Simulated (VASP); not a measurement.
# CoSi2 (I4/mmm) in VASP: single point with PBE

Aim: the single point of CoSi2 with PBE.

Everything below comes from runs of VASP 6.6.1. Logs are shortened: lines on timing, memory, paths and dates and some standing lists are left out, and cuts for length are marked.

## Step 1: The cell of the first run

Symmetry: I4/mmm, No. 139, tetragonal system. Conventional cell: a = 3.826 Å, b = 3.826 Å, c = 5.249 Å, α = 90.00°, β = 90.00°, γ = 90.00°. Co (site symmetry 4/mmm) has 8 Si at 2.32 Å within 3.1 Å. Si (site symmetry -4m2) has 4 Co at 2.32 Å and 6 Si at 2.62 to 2.71 Å within 3.1 Å.

## Step 2: Single point, PBE, collinear spin, ferromagnetic start (stretched by -2 % along [0.0, 0.0, 1.0] at fixed volume)

Contents of INCAR:

```
SYSTEM = CoSi2
ALGO = Normal ; EDIFF = 1E-6
ENCUT = 520 ; GGA = PE
ISIF = 2 ; ISMEAR = -1
ISPIN = 2 ; LASPH = .True.
LCHARG = .True. ; LELF = .True.
LMAXMIX = 4 ; LORBIT = 11
LREAL = .False. ; LVHAR = .True.
LWAVE = .False. ; MAGMOM = 2 0 0
NBANDS = 20 ; NELM = 150
PREC = Accurate ; SIGMA = 0.025
```

Contents of KPOINTS:

```
k-points
0
Gamma
  10 10 10
  0 0 0
```

Contents of POSCAR:

```
CoSi2
1.0
    0.0000000000      2.7051885144      2.6244400000
    2.7051885144      0.0000000000      2.6244400000
    2.7051885144      2.7051885144      0.0000000000
Co Si
1 2
Direct
    0.0000000000      0.0000000000      0.0000000000
    0.2500000000      0.2500000000      0.2500000000
    0.7500000000      0.7500000000      0.7500000000
```

Potentials or basis: VASP PAW PBE potentials, release 64 (Co, Si).

Launch:

```bash
> cat potpaw_PBE.64/Co/POTCAR potpaw_PBE.64/Si/POTCAR > POTCAR
> mpirun -np 1 vasp_std > vasp.out
```

OUTCAR:

```text
SYSTEM = CoSi2
   EDIFF = 1E-6
   ENCUT = 520
   GGA = PE
   ISIF = 2
   ISMEAR = -1
   ISPIN = 2
   LASPH = .True.
   LORBIT = 11
   LREAL = .False.
   NELM = 150
   PREC = Accurate

 ion  position               nearest neighbor table
   1  0.000  0.000  0.000-   3 2.32   3 2.32   3 2.32   2 2.32   3 2.32   2 2.32   2 2.32   2 2.32

   2  0.250  0.250  0.250-   1 2.32   1 2.32   1 2.32   1 2.32   3 2.62   3 2.62   3 2.71   3 2.71
                             3 2.71   3 2.71
   3  0.750  0.750  0.750-   1 2.32   1 2.32   1 2.32   1 2.32   2 2.62   2 2.62   2 2.71   2 2.71
                             2 2.71   2 2.71

  LATTYP: Found a body centered tetragonal cell.
 ALAT       =     3.8257142858
 C/A-ratio  =     1.3720000000

  Lattice vectors:

 A1 = (   0.0000000000,  -2.7051885144,  -2.6244400000)
 A2 = (   0.0000000000,   2.7051885144,  -2.6244400000)
 A3 = (   2.7051885144,   0.0000000000,   2.6244400000)

Analysis of symmetry for initial positions (statically):
=====================================================================
 Subroutine PRICEL returns:
 Original cell was already a primitive cell.

 Routine SETGRP: Setting up the symmetry group for a
 body centered tetragonal supercell.

 Subroutine GETGRP returns: Found 16 space group operations
 (whereof 16 operations were pure point group operations)
 out of a pool of 16 trial point group operations.

The static configuration has the point symmetry D_4h.

Analysis of symmetry for dynamics (positions and initial velocities):
=====================================================================
 Subroutine PRICEL returns:
 Original cell was already a primitive cell.

 Routine SETGRP: Setting up the symmetry group for a
 body centered tetragonal supercell.

 Subroutine GETGRP returns: Found 16 space group operations
 (whereof 16 operations were pure point group operations)
 out of a pool of 16 trial point group operations.

The dynamic configuration has the point symmetry D_4h.

Analysis of structural, dynamic, and magnetic symmetry:
=====================================================================
 Subroutine PRICEL returns:
 Original cell was already a primitive cell.

 Routine SETGRP: Setting up the symmetry group for a
 body centered tetragonal supercell.

 Subroutine GETGRP returns: Found 16 space group operations
 (whereof 16 operations were pure point group operations)
 out of a pool of 16 trial point group operations.

The overall configuration has the point symmetry D_4h.

 Subroutine INISYM returns: Found 16 space group operations
 (whereof 16 operations are pure point group operations),
 and found     1 'primitive' translations

----------------------------------------------------------------------------------------

                                     Primitive cell

  volume of cell :      38.4115

  direct lattice vectors                    reciprocal lattice vectors
     0.000000000  2.705188514  2.624440000    -0.184830003  0.184830003  0.190516834
     2.705188514  0.000000000  2.624440000     0.184830003 -0.184830003  0.190516834
     2.705188514  2.705188514  0.000000000     0.184830003  0.184830003 -0.190516834

  length of vectors
     3.769048980  3.769048980  3.825714286     0.323451579  0.323451579  0.323451579

  position of ions in fractional coordinates (direct lattice)
     0.000000000  0.000000000  0.000000000
     0.250000000  0.250000000  0.250000000
     0.750000000  0.750000000  0.750000000

  ion indices of the primitive-cell ions
   primitive index   ion index
                 1           1
                 2           2
                 3           3

----------------------------------------------------------------------------------------

 KPOINTS: k-points

Automatic generation of k-mesh.
 Grid dimensions read from file:
 generate k-points for:   10   10   10

 Generating k-lattice:

  Cartesian coordinates                     Fractional coordinates (reciprocal lattice)
    -0.018483000  0.018483000  0.019051683     0.100000000  0.000000000  0.000000000
     0.018483000 -0.018483000  0.019051683     0.000000000  0.100000000  0.000000000
     0.018483000  0.018483000 -0.019051683    -0.000000000 -0.000000000  0.100000000

  Length of vectors
     0.032345158  0.032345158  0.032345158

  Shift w.r.t. Gamma in fractional coordinates (k-lattice)
     0.000000000  0.000000000  0.000000000

 Subroutine IBZKPT returns following result:
 ===========================================

 Found    102 irreducible k-points:

 Following reciprocal coordinates:
            Coordinates               Weight
  0.000000  0.000000  0.000000      1.000000
  0.100000  0.000000  0.000000      8.000000
  0.200000  0.000000  0.000000      8.000000
  0.300000  0.000000  0.000000      8.000000
  0.400000  0.000000  0.000000      8.000000
  0.500000  0.000000  0.000000      4.000000
[... 16 lines left out ...]
  0.300000  0.300000  0.000000      2.000000
  0.400000  0.300000  0.000000      8.000000
 [... further k-points ...]
   k-points           NKPTS =    102   k-points in BZ     NKDIM =    102   number of bands    NBANDS=     20
   number of dos      NEDOS =    301   number of ions     NIONS =      3
   total plane-waves  NPLWV =  21952
   dimension x,y,z NGX =    28 NGY =   28 NGZ =   28
   dimension x,y,z NGXF=    56 NGYF=   56 NGZF=   56
   ions per type =               1   2
   NGX,Y,Z   is equivalent  to a cutoff of  12.35, 12.35, 12.17 a.u.
   NGXF,Y,Z  is equivalent  to a cutoff of  24.70, 24.70, 24.33 a.u.
 SYSTEM =  CoSi2
   PREC   = accura    normal or accurate (medium, high low for compatibility)
   ISTART =      0    job   : 0-new  1-cont  2-samecut
   ICHARG =      2    charge: 1-file 2-atom 10-const
   ISPIN  =      2    spin polarized calculation?
   LNONCOLLINEAR =      F non collinear calculations
   LSORBIT =      F    spin-orbit coupling
   LASPH  =      T    aspherical Exc in radial PAW
   ENCUT  =  520.0 eV  38.22 Ry    6.18 a.u.   7.01  7.01  7.11*2*pi/ulx,y,z
   NELM   =    150;   NELMIN=  2; NELMDL= -5     # of ELM steps
   EDIFF  = 0.1E-05   stopping-criterion for ELM
   LREAL  =      F    real-space projection
   EDIFFG = 0.1E-04   stopping-criterion for IOM
   NSW    =      0    number of steps for IOM
   IBRION =     -1    ionic relax: 0-MD 1-quasi-New 2-CG
   NFREE  =      0    steps in history (QN), initial steepest desc. (CG)
   ISIF   =      2    stress and relaxation
   ISYM   =      2    0-nonsym 1-usesym 2-fastsym
   POTIM  = 0.5000    time-step for ionic-motion
   TEBEG  =    0.0;   TEEND  =   0.0 temperature during run
   PSTRESS=    0.0 pullay stress
   NELECT =      17.0000    total number of electrons
   NUPDOWN=      -1.0000    fix difference up-down
   EMIN   =  10.00;   EMAX   =-10.00  energy-range for DOS
   EFERMI =   0.00;   METHOD = LEGACY
   ISMEAR =    -1;   SIGMA  =   0.03  broadening in eV -4-tet -1-fermi 0-gaus
   EFERMI_NEDOS =   21; number of points for ismear=-14 and -15
   IALGO  =     38    algorithm
   IMIX   =      4    mixing-type and parameters
     AMIX     =   0.40;   BMIX     =  1.00
     AMIX_MAG =   1.60;   BMIX_MAG =  1.00
  volume/ion in A,a.u.               =      12.80        86.40
  Fermi-wavevector in a.u.,A,eV,Ry     =   1.247586  2.357596 21.177078  1.556471
  Thomas-Fermi vector in A             =   2.381712
   LORBIT       =     11    0 simple, 1 ext, 2 COOP (PROOUT), +10 PAW based schemes
   GGA     = PE    functional components
   LHFCALC =     F    Hartree Fock is set to
   AEXX    =    0.0000 exact exchange contribution
   IVDW    =     0    specifies the selected vdW correction
   LEPSILON=     F    determine dielectric tensor
   LRPA    =     F    only Hartree local field effects (RPA)
 spin polarized calculation
  energy-cutoff  :      520.00
  volume of cell :       38.41
 maximum number of plane-waves:      1047
   NGX = 13   NGY = 13   NGZ = 15

 number of electron      16.9999997 magnetization      -0.0001875

 number of electron      16.9999997 magnetization       0.0002991

 Free energy of the ion-electron system (eV)
  ---------------------------------------------------
  ext. energy  EPLUGINS =         0.00000000
  ---------------------------------------------------
  free energy    TOTEN  =       -19.28953071 eV

  energy without entropy =      -19.28802980  energy(sigma->0) =      -19.28878026

 E-fermi :  10.1040     XC(G=0): -11.7468

 val. band max:       10.0267438637   @ k =  -0.2000   0.3000   0.1000
 cond. band min:      10.1055287682   @ k =   0.4000   0.0000   0.0000
 fundamental gap:      0.0787849045
 Fermi energy:        10.1039712173

 spin component 1

 k-point     1 :       0.0000    0.0000    0.0000
  band No.  band energies     occupation
      1      -3.0356      1.00000
      2       5.9157      1.00000
      3       6.0666      1.00000
      4       6.0666      1.00000
      5       8.1120      1.00000
      6       8.2517      1.00000
[... 12 lines left out ...]
     19      20.6464      0.00000
     20      25.0858      0.00000
[... 507 lines left out ...]
 k-point    24 :       0.4000    0.3000    0.0000
  band No.  band energies     occupation
      1      -0.4302      1.00000
      2       3.5012      1.00000
      3       5.3202      1.00000
      4       6.1934      1.00000
      5       6.2160      1.00000
      6       8.3962      1.00000
[... 12 lines left out ...]
     19      24.1573      0.00000
     20      24.5077      0.00000

 [... further k-points ...]

 spin component 2

 k-point     1 :       0.0000    0.0000    0.0000
  band No.  band energies     occupation
      1      -3.0356      1.00000
      2       5.9157      1.00000
      3       6.0666      1.00000
      4       6.0666      1.00000
      5       8.1121      1.00000
      6       8.2517      1.00000
[... 12 lines left out ...]
     19      20.6466      0.00000
     20      25.0859      0.00000
[... 507 lines left out ...]
 k-point    24 :       0.4000    0.3000    0.0000
  band No.  band energies     occupation
      1      -0.4302      1.00000
      2       3.5012      1.00000
      3       5.3202      1.00000
      4       6.1935      1.00000
      5       6.2160      1.00000
      6       8.3962      1.00000
[... 12 lines left out ...]
     19      24.1573      0.00000
     20      24.5077      0.00000

 [... further k-points ...]
[... 5 lines left out ...]
  --------------------------------------------------------------------------------------
  -------------------------------------------------------------------------------------
  Total       -0.1830523     -0.1830523      0.5608627      0.0000000      0.0000000     -0.0000000
  in kB       -7.6352634     -7.6352634     23.3940514      0.0000000      0.0000000     -0.0000000
  external PRESSURE =       2.7078415 kB  Pullay stress =       0.0000000 kB

 VOLUME and BASIS-vectors are now :
 -----------------------------------------------------------------------------
  energy-cutoff  :      520.00
  volume of cell :       38.41
      direct lattice vectors                 reciprocal lattice vectors
     0.000000000  2.705188514  2.624440000    -0.184830003  0.184830003  0.190516834
     2.705188514  0.000000000  2.624440000     0.184830003 -0.184830003  0.190516834
     2.705188514  2.705188514  0.000000000     0.184830003  0.184830003 -0.190516834

 POSITION                                       TOTAL-FORCE (eV/Angst)
 -----------------------------------------------------------------------------------
      0.00000      0.00000      0.00000         0.000000     -0.000000     -0.000000
      1.35259      1.35259      1.31222        -0.000000     -0.000000      0.000000
      4.05778      4.05778      3.93666         0.000000      0.000000      0.000000
 -----------------------------------------------------------------------------------
    total drift:                               -0.000000     -0.000000      0.000000

  FREE ENERGIE OF THE ION-ELECTRON SYSTEM (eV)
  ---------------------------------------------------
  free  energy   TOTEN  =       -19.2895307104 eV

  energy  without entropy=      -19.2880298000  energy(sigma->0) =      -19.28878026

 total charge

# of ion       s       p       d       tot
------------------------------------------
    1        0.539   0.719   7.593   8.852
    2        0.717   0.875   0.000   1.591
    3        0.717   0.875   0.000   1.591
--------------------------------------------------
tot          1.972   2.469   7.593  12.035

 magnetization (x)

# of ion       s       p       d       tot
------------------------------------------
    1        0.000   0.000   0.000   0.000
    2        0.000  -0.000   0.000  -0.000
    3        0.000  -0.000   0.000  -0.000
--------------------------------------------------
tot          0.000  -0.000   0.000   0.000
```

Run time: 3.1 min. Hardware: 1 thread of Intel Xeon Platinum 8375C at 2.90GHz (Ice Lake), shared host; peak memory 0.25 GiB.

Results:

* Free energy: -19.2895 eV
* Pressure: 0.3 GPa
* Net moment: 0.00 μB per cell
* Valence electrons inside the program's atomic spheres: Co 8.85; Si 1.59

Caveat: the moments typed at the start vanished in this run.
